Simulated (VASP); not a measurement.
Here is a VASP 6.6.1 calculation.

File INCAR:

```
PREC = Accurate
ENCUT = 600
EDIFF = 1E-7
ISMEAR = 0
SIGMA = 0.1
LREAL = F
LASPH = T
NELM = 200
ALGO = Normal
ISIF = 3
LWAVE = F
LCHARG = F
GGA = PE
IBRION = 2
NSW = 90
EDIFFG = -0.04
GGA_COMPAT = F
NELMIN = 4
LMAXMIX = 6
```

Contents of KPOINTS:

```
Automatic mesh
0
Gamma
  4 4 4
```

File POSCAR:

```
Ho3F2
1.0
    4.6052104600      0.0000000000      0.0000000000
    0.0000000000      4.6052104600      0.0000000000
    0.0000000000      0.0000000000      4.6052104600
Ho F
3 2
Direct
    0.5000000000      0.0000000000      0.0000000000
    0.0000000000      0.5000000000      0.0000000000
    0.0000000000      0.0000000000      0.5000000000
    0.5000000000      0.5000000000      0.5000000000
    0.0000000000      0.0000000000      0.0000000000
```

Potentials or basis: VASP PAW PBE potentials, release 64 (Ho_3, F), 4f in core.

Launch:

```bash
$ cat potpaw_PBE.64/Ho_3/POTCAR potpaw_PBE.64/F/POTCAR > POTCAR
$ mpirun -np 1 vasp_std > vasp.out
```

**Question.** Predict the band gap on the k mesh.

**Answer.** Zero (an odd number of electrons rules out a gap without spin polarisation).

**Question.** Predict the relaxed cell.

**Answer.** a = 4.838 Å, b = 4.838 Å, c = 4.838 Å, α = 90.00°, β = 90.00°, γ = 90.00°.

**Question.** Predict the space group after relaxing (to 0.1 Å).

**Answer.** Pm-3m (No. 221).

Final structure:
```yaml
crystal:
  lattice:
    - [4.83769, 0.00000, 0.00000]
    - [0.00000, 4.83769, 0.00000]
    - [0.00000, 0.00000, 4.83769]
  atoms:
    - { symbol: Ho, position: [0.50000, 0.00000, 0.00000] }
    - { symbol: Ho, position: [0.00000, 0.50000, 0.00000] }
    - { symbol: Ho, position: [0.00000, 0.00000, 0.50000] }
    - { symbol: F, position: [0.50000, 0.50000, 0.50000] }
    - { symbol: F, position: [0.00000, 0.00000, 0.00000] }
```

Caveat: spin-orbit coupling is left out, which moves the levels of the heavy elements; the 4f electrons are frozen in the core, so they carry no moment and show no levels; the run has no spin polarisation, though such a crystal can be magnetic. With open d or f shells a metallic result of PBE can be an artefact of self-interaction; +U or a hybrid may open a gap.
